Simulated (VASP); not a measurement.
A run of VASP 6.6.1:

File INCAR:

```
SYSTEM = NaFeN
  PREC = Accurate
  ENCUT = 520
  EDIFF = 1E-7
  ISMEAR = -1
  SIGMA = 0.02
  LREAL = .False.
  LASPH = .True.
  NELM = 80
  ALGO = Normal
  ISIF = 2
  LWAVE = .False.
  LCHARG = .False.
  GGA = PS
  NBANDS = 29
```

File KPOINTS:

```
Automatic mesh
0
Gamma
  12 12 2
  0 0 0
```

POSCAR

```
NaFeN
1.0
    2.9646685846      0.0000000000      0.0000000000
   -1.4823342923      2.5674783081      0.0000000000
    0.0000000000      0.0000000000      9.7617748994
Na Fe N
2 2 2
Direct
    0.6666666667      0.3333333333      0.7616345625
    0.3333333333      0.6666666667      0.2616345625
    0.0000000000      0.0000000000      0.5181781838
    0.0000000000      0.0000000000      0.0181781838
    0.3333333333      0.6666666667      0.5648272536
    0.6666666667      0.3333333333      0.0648272536
```

Potentials or basis: VASP PAW PBE potentials, release 64 (Na_pv, Fe, N).

Launch:

```bash
$ cat potpaw_PBE.64/Na_pv/POTCAR potpaw_PBE.64/Fe/POTCAR potpaw_PBE.64/N/POTCAR > POTCAR
$ mpirun -np 1 vasp_std > vasp.out
```

Hardware: 1 thread of Oxide Virtual Turin-like Processor, with other jobs on the host.

Question: Estimate the wall time of this run.

Answer: Run time: 120 s on 1 thread of Oxide Virtual Turin-like Processor, with other jobs on the host, peak memory 0.21 GiB. Counts: scf iterations 17, k points 38.
